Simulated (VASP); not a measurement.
# MgO (Pm-3m) in VASP: notebook

Runs on MgO. Level: r2SCAN. Tasks: single point.

Program: VASP 6.6.1. These are calculated values, not measurements. Logs are shortened: lines on timing, memory, paths and dates and some standing lists are left out, and cuts for length are marked.

### Step 1. The cell of the first run

The structure is cubic, space group Pm-3m (No. 221). The conventional cell has a = 2.623 Å, b = 2.623 Å, c = 2.623 Å, α = 90.00°, β = 90.00°, γ = 90.00°. Within 3.0 Å of Mg (site symmetry m-3m) lie 8 O at 2.27 Å and 6 Mg at 2.62 Å. Within 3.0 Å of O (site symmetry m-3m) lie 8 Mg at 2.27 Å and 6 O at 2.62 Å.

### Step 2. Single point, r2SCAN

The input, POSCAR:

```
MgO
1.0
    2.6233491278      0.0000000000      0.0000000000
    0.0000000000      2.6233491278      0.0000000000
    0.0000000000      0.0000000000      2.6233491278
Mg O
1 1
Direct
    0.0000000000      0.0000000000      0.0000000000
    0.5000000000      0.5000000000      0.5000000000
```

The input, INCAR.step1:

```
PREC     = Accurate       # precision mode
ENCUT    = 660            # plane-wave cutoff, eV
ISMEAR   = -1             # smearing method
SIGMA    = 0.2            # smearing width, eV
LREAL    = False          # projectors in reciprocal space
LASPH    = True           # aspherical terms in the spheres
NELM     = 120            # most SCF steps
NBANDS   = 11             # bands
GGA      = PE             # functional
ALGO     = Normal         # electronic algorithm
EDIFF    = 1E-5           # SCF threshold, eV
LWAVE    = True           # write WAVECAR
LCHARG   = False          # write CHGCAR
GGA_COMPAT= False
```

The input, INCAR.step2:

```
PREC     = Accurate       # precision mode
ENCUT    = 660            # plane-wave cutoff, eV
EDIFF    = 1E-6           # SCF threshold, eV
ISMEAR   = -1             # smearing method
SIGMA    = 0.2            # smearing width, eV
LREAL    = False          # projectors in reciprocal space
LASPH    = True           # aspherical terms in the spheres
NELM     = 120            # most SCF steps
ALGO     = Normal         # electronic algorithm
ISIF     = 2              # what is computed and relaxed
LWAVE    = False          # write WAVECAR
LCHARG   = False          # write CHGCAR
METAGGA  = R2SCAN         # meta-GGA
LMIXTAU  = True         
NBANDS   = 11             # bands
ISTART   = 1            
GGA_COMPAT= False
```

The input, KPOINTS:

```
Automatic mesh
0
Gamma
  6 6 6
```

Potentials or basis: VASP PAW PBE potentials, release 64 (Mg, O).

Command:

```
$ cat potpaw_PBE.64/Mg/POTCAR potpaw_PBE.64/O/POTCAR > POTCAR
$ cp INCAR.step1 INCAR
$ mpirun -np 1 vasp_std > vasp.out
$ cp INCAR.step2 INCAR
$ mpirun -np 1 vasp_std > vasp.out
```

OUTCAR:

```text
PREC = Accurate
   ENCUT = 660
   EDIFF = 1E-6
   ISMEAR = -1
   LREAL = False
   LASPH = True
   NELM = 120
   ISIF = 2
   METAGGA = R2SCAN
   ISTART = 1

 ion  position               nearest neighbor table
   1  0.000  0.000  0.000-   2 2.27   2 2.27   2 2.27   2 2.27   2 2.27   2 2.27   2 2.27   2 2.27

   2  0.500  0.500  0.500-   1 2.27   1 2.27   1 2.27   1 2.27   1 2.27   1 2.27   1 2.27   1 2.27

  LATTYP: Found a simple cubic cell.
 ALAT       =     2.6233491278

  Lattice vectors:

 A1 = (   2.6233491278,   0.0000000000,   0.0000000000)
 A2 = (   0.0000000000,   2.6233491278,   0.0000000000)
 A3 = (   0.0000000000,   0.0000000000,   2.6233491278)

Analysis of symmetry for initial positions (statically):
=====================================================================
 Subroutine PRICEL returns:
 Original cell was already a primitive cell.

 Routine SETGRP: Setting up the symmetry group for a
 simple cubic supercell.

 Subroutine GETGRP returns: Found 48 space group operations
 (whereof 48 operations were pure point group operations)
 out of a pool of 48 trial point group operations.

The static configuration has the point symmetry O_h .

Analysis of symmetry for dynamics (positions and initial velocities):
=====================================================================
 Subroutine PRICEL returns:
 Original cell was already a primitive cell.

 Routine SETGRP: Setting up the symmetry group for a
 simple cubic supercell.

 Subroutine GETGRP returns: Found 48 space group operations
 (whereof 48 operations were pure point group operations)
 out of a pool of 48 trial point group operations.

The dynamic configuration has the point symmetry O_h .

 Subroutine INISYM returns: Found 48 space group operations
 (whereof 48 operations are pure point group operations),
 and found     1 'primitive' translations

----------------------------------------------------------------------------------------

                                     Primitive cell

  volume of cell :      18.0538

  direct lattice vectors                    reciprocal lattice vectors
     2.623349128  0.000000000  0.000000000     0.381192114  0.000000000  0.000000000
     0.000000000  2.623349128  0.000000000     0.000000000  0.381192114  0.000000000
     0.000000000  0.000000000  2.623349128     0.000000000  0.000000000  0.381192114

  length of vectors
     2.623349128  2.623349128  2.623349128     0.381192114  0.381192114  0.381192114

  position of ions in fractional coordinates (direct lattice)
     0.000000000  0.000000000  0.000000000
     0.500000000  0.500000000  0.500000000

  ion indices of the primitive-cell ions
   primitive index   ion index
                 1           1
                 2           2

----------------------------------------------------------------------------------------

 KPOINTS: Automatic mesh

Automatic generation of k-mesh.
 Grid dimensions read from file:
 generate k-points for:    6    6    6

 Generating k-lattice:

  Cartesian coordinates                     Fractional coordinates (reciprocal lattice)
     0.063532019  0.000000000  0.000000000     0.166666667  0.000000000  0.000000000
     0.000000000  0.063532019  0.000000000     0.000000000  0.166666667  0.000000000
     0.000000000  0.000000000  0.063532019     0.000000000  0.000000000  0.166666667

  Length of vectors
     0.063532019  0.063532019  0.063532019

  Shift w.r.t. Gamma in fractional coordinates (k-lattice)
     0.000000000  0.000000000  0.000000000

 Subroutine IBZKPT returns following result:
 ===========================================

 Found     20 irreducible k-points:

 Following reciprocal coordinates:
            Coordinates               Weight
  0.000000  0.000000  0.000000      1.000000
  0.166667  0.000000  0.000000      6.000000
  0.333333  0.000000  0.000000      6.000000
  0.500000  0.000000  0.000000      3.000000
  0.166667  0.166667  0.000000     12.000000
  0.333333  0.166667  0.000000     24.000000
[... 12 lines left out ...]
  0.500000  0.500000  0.333333      6.000000
  0.500000  0.500000  0.500000      1.000000
   k-points           NKPTS =     20   k-points in BZ     NKDIM =     20   number of bands    NBANDS=     11
   number of dos      NEDOS =    301   number of ions     NIONS =      2
   total plane-waves  NPLWV =  13824
   dimension x,y,z NGX =    24 NGY =   24 NGZ =   24
   dimension x,y,z NGXF=    48 NGYF=   48 NGZF=   48
   ions per type =               1   1
   NGX,Y,Z   is equivalent  to a cutoff of  15.21, 15.21, 15.21 a.u.
   NGXF,Y,Z  is equivalent  to a cutoff of  30.42, 30.42, 30.42 a.u.
 SYSTEM =  unknown system
   PREC   = accura    normal or accurate (medium, high low for compatibility)
   ISTART =      1    job   : 0-new  1-cont  2-samecut
   ICHARG =      0    charge: 1-file 2-atom 10-const
   ISPIN  =      1    spin polarized calculation?
   LNONCOLLINEAR =      F non collinear calculations
   LSORBIT =      F    spin-orbit coupling
   LASPH  =      T    aspherical Exc in radial PAW
   ENCUT  =  660.0 eV  48.51 Ry    6.96 a.u.   5.50  5.50  5.50*2*pi/ulx,y,z
   NELM   =    120;   NELMIN=  2; NELMDL=  0     # of ELM steps
   EDIFF  = 0.1E-05   stopping-criterion for ELM
   LREAL  =      F    real-space projection
   EDIFFG = 0.1E-04   stopping-criterion for IOM
   NSW    =      0    number of steps for IOM
   IBRION =     -1    ionic relax: 0-MD 1-quasi-New 2-CG
   NFREE  =      0    steps in history (QN), initial steepest desc. (CG)
   ISIF   =      2    stress and relaxation
   ISYM   =      2    0-nonsym 1-usesym 2-fastsym
   POTIM  = 0.5000    time-step for ionic-motion
   TEBEG  =    0.0;   TEEND  =   0.0 temperature during run
   PSTRESS=    0.0 pullay stress
   NELECT =       8.0000    total number of electrons
   NUPDOWN=      -1.0000    fix difference up-down
   EMIN   =  10.00;   EMAX   =-10.00  energy-range for DOS
   EFERMI =   0.00;   METHOD = LEGACY
   ISMEAR =    -1;   SIGMA  =   0.20  broadening in eV -4-tet -1-fermi 0-gaus
   EFERMI_NEDOS =   21; number of points for ismear=-14 and -15
   IALGO  =     38    algorithm
   IMIX   =      4    mixing-type and parameters
     AMIX     =   0.40;   BMIX     =  1.00
     AMIX_MAG =   1.60;   BMIX_MAG =  1.00
  volume/ion in A,a.u.               =       9.03        60.92
  Fermi-wavevector in a.u.,A,eV,Ry     =   1.248098  2.358563 21.194461  1.557749
  Thomas-Fermi vector in A             =   2.382200
   LORBIT       =      0    0 simple, 1 ext, 2 COOP (PROOUT), +10 PAW based schemes
   METAGGA = R2SCAN    functional components
   LHFCALC =     F    Hartree Fock is set to
   AEXX    =    0.0000 exact exchange contribution
   IVDW    =     0    specifies the selected vdW correction
   LEPSILON=     F    determine dielectric tensor
   LRPA    =     F    only Hartree local field effects (RPA)
 non-spin polarized calculation
  energy-cutoff  :      660.00
  volume of cell :       18.05
 maximum number of plane-waves:       739
 NGX is ok and might be reduce to    24
   NGX = 11   NGY = 11   NGZ = 11

 number of electron       8.0000002 magnetization

 Free energy of the ion-electron system (eV)
  ---------------------------------------------------
  ext. energy  EPLUGINS =         0.00000000
  ---------------------------------------------------
  free energy    TOTEN  =       -14.53018590 eV

  energy without entropy =      -14.53015955  energy(sigma->0) =      -14.53017273

 E-fermi :   6.8108     XC(G=0): -11.8814

 val. band max:        4.8161077474   @ k =   0.5000   0.5000   0.0000
 cond. band min:       8.2678729728   @ k =   0.0000   0.0000   0.0000
 fundamental gap:      3.4517652254
 Fermi energy:         6.8108039599

 k-point     1 :       0.0000    0.0000    0.0000
  band No.  band energies     occupation
      1     -14.7649      2.00000
      2       3.7569      2.00000
      3       3.7569      2.00000
      4       3.7569      2.00000
      5       8.2679      0.00137
      6      16.2800      0.00000
      7      16.2800      0.00000
      8      26.7027      0.00000
      9      26.7027      0.00000
     10      26.7027      0.00000
     11      33.8507      0.00000

 k-point     2 :       0.1667    0.0000    0.0000
  band No.  band energies     occupation
      1     -14.4988      2.00000
      2       1.8873      2.00000
      3       3.8693      2.00000
      4       3.8693      2.00000
      5       9.5863      0.00000
      6      16.7717      0.00000
      7      16.8809      0.00000
      8      26.1218      0.00000
      9      26.1218      0.00000
     10      27.3092      0.00000
     11      31.9348      0.00000

 k-point     3 :       0.3333    0.0000    0.0000
  band No.  band energies     occupation
      1     -13.8962      2.00000
      2      -0.6929      2.00000
      3       4.1042      2.00000
      4       4.1042      2.00000
      5      11.5289      0.00000
      6      16.4411      0.00000
      7      18.6379      0.00000
      8      24.7701      0.00000
      9      24.7701      0.00000
     10      26.5808      0.00000
     11      30.4498      0.00000

 k-point     4 :       0.5000    0.0000    0.0000
  band No.  band energies     occupation
      1     -13.5473      2.00000
      2      -1.7896      2.00000
      3       4.2272      2.00000
      4       4.2272      2.00000
      5      12.8269      0.00000
      6      15.4510      0.00000
      7      20.6234      0.00000
      8      23.3630      0.00000
      9      24.0704      0.00000
     10      24.0704      0.00000
     11      30.0853      0.00000
[... 183 lines left out ...]
 k-point    18 :       0.5000    0.3333    0.3333
  band No.  band energies     occupation
      1     -12.2775      2.00000
      2       0.3541      2.00000
      3       1.4664      2.00000
      4       1.7047      2.00000
      5      13.1233      0.00000
      6      14.1584      0.00000
      7      15.1139      0.00000
      8      23.3197      0.00000
      9      24.5657      0.00000
     10      24.6933      0.00000
     11      26.4366      0.00000

 k-point    19 :       0.5000    0.5000    0.3333
  band No.  band energies     occupation
      1     -12.0354      2.00000
      2       0.7255      2.00000
      3       0.7255      2.00000
      4       1.8651      2.00000
      5      12.4339      0.00000
      6      14.3105      0.00000
      7      14.3105      0.00000
      8      23.7627      0.00000
      9      24.3408      0.00000
     10      25.2174      0.00000
     11      25.2174      0.00000

 k-point    20 :       0.5000    0.5000    0.5000
  band No.  band energies     occupation
      1     -11.7951      2.00000
      2       1.0285      2.00000
      3       1.0285      2.00000
      4       1.0285      2.00000
      5      13.2289      0.00000
      6      13.2289      0.00000
      7      13.2289      0.00000
      8      22.7397      0.00000
      9      25.2179      0.00000
     10      25.2179      0.00000
     11      25.2179      0.00000

------------------------ aborting loop because EDIFF is reached ----------------------------------------

  FORCE on cell =-STRESS in cart. coord.  units (eV):
  Direction    XX          YY          ZZ          XY          YZ          ZX
  --------------------------------------------------------------------------------------
  -------------------------------------------------------------------------------------
  Total       -0.1587956     -0.1587956     -0.1587956      0.0000000     -0.0000000      0.0000000
  in kB      -14.0922613    -14.0922613    -14.0922613      0.0000000     -0.0000000      0.0000000
  external PRESSURE =     -14.0922613 kB  Pullay stress =       0.0000000 kB

 VOLUME and BASIS-vectors are now :
 -----------------------------------------------------------------------------
  energy-cutoff  :      660.00
  volume of cell :       18.05
      direct lattice vectors                 reciprocal lattice vectors
     2.623349128  0.000000000  0.000000000     0.381192114  0.000000000  0.000000000
     0.000000000  2.623349128  0.000000000     0.000000000  0.381192114  0.000000000
     0.000000000  0.000000000  2.623349128     0.000000000  0.000000000  0.381192114

 POSITION                                       TOTAL-FORCE (eV/Angst)
 -----------------------------------------------------------------------------------
      0.00000      0.00000      0.00000         0.000000      0.000000      0.000000
      1.31167      1.31167      1.31167         0.000000      0.000000      0.000000
 -----------------------------------------------------------------------------------
    total drift:                                0.000000     -0.000000     -0.000000

  FREE ENERGIE OF THE ION-ELECTRON SYSTEM (eV)
  ---------------------------------------------------
  free  energy   TOTEN  =       -14.5301859019 eV

  energy  without entropy=      -14.5301595502  energy(sigma->0) =      -14.53017273
```

Run time: 27 s. Hardware: 1 thread of Intel Xeon 8259CL, shared host; peak memory 0.14 GiB.

What came out:

```
Free energy            : -14.5302 eV
Pressure               : -1.4 GPa
Band gap on the k mesh : 3.45 eV, indirect (least direct gap 4.51 eV)
```

Caveat: the PAW data sets were made with another functional, which shifts forces and pressure a little. r2SCAN opens gaps a little over a GGA but as a rule still falls short of measured ones.

### Step 3. Single point, r2SCAN

POSCAR is that of step 2.

The input, INCAR.step1:

```
SYSTEM = MgO
PREC = Accurate
ENCUT = 660
ISMEAR = 0
SIGMA = 0.2
LREAL = .FALSE.
LASPH = .TRUE.
NELM = 120
NBANDS = 11
GGA = PE
ALGO = Normal
EDIFF = 1E-5
LWAVE = .TRUE.
LCHARG = .FALSE.
GGA_COMPAT = .FALSE.
```

The input, INCAR.step2:

```
SYSTEM = MgO
PREC = Accurate
ENCUT = 660
EDIFF = 1E-6
ISMEAR = 0
SIGMA = 0.2
LREAL = .FALSE.
LASPH = .TRUE.
NELM = 120
ALGO = Normal
ISIF = 2
LWAVE = .FALSE.
LCHARG = .TRUE.
METAGGA = R2SCAN
LMIXTAU = .TRUE.
LELF = .TRUE.
LVHAR = .TRUE.
NBANDS = 11
ISTART = 1
GGA_COMPAT = .FALSE.
```

The input, KPOINTS:

```
regular mesh
0
G
  6 6 6
  0 0 0
```

Potentials or basis: VASP PAW PBE potentials, release 64 (Mg, O).

Command:

```
$ cat potpaw_PBE.64/Mg/POTCAR potpaw_PBE.64/O/POTCAR > POTCAR
$ cp INCAR.step1 INCAR
$ mpirun -np 1 vasp_std > vasp.out
$ cp INCAR.step2 INCAR
$ mpirun -np 1 vasp_std > vasp.out
```

Wall time 31 s (1 thread of Intel Xeon 8259CL, shared host); peak memory 0.14 GiB.

Results (log left out):

```yaml
Free_energy: -14.5302 eV
Pressure: -1.4 GPa
Band_gap_on_the_k_mesh: 3.45 eV, indirect (least direct gap 4.51 eV)
```

Levels at points of the mesh, in eV from the valence-band top:
```tsv
k point	band 1	band 2	band 3	band 4	band 5	band 6	band 7	band 8
(0.00, 0.00, 0.00)	-19.58	-1.06	-1.06	-1.06	3.45	11.46	11.46	21.89
(0.50, 0.00, 0.00)	-18.36	-6.61	-0.59	-0.59	8.01	10.63	15.81	18.55
(0.50, 0.50, 0.00)	-17.48	-4.85	-4.85	0.00	5.88	13.46	13.46	14.45
(0.50, 0.50, 0.50)	-16.61	-3.79	-3.79	-3.79	8.41	8.41	8.41	17.92
```

Caveat: the PAW data sets were made with another functional, which shifts forces and pressure a little. A k mesh can miss the band edges.

(Part 1 of 2 ends here.)
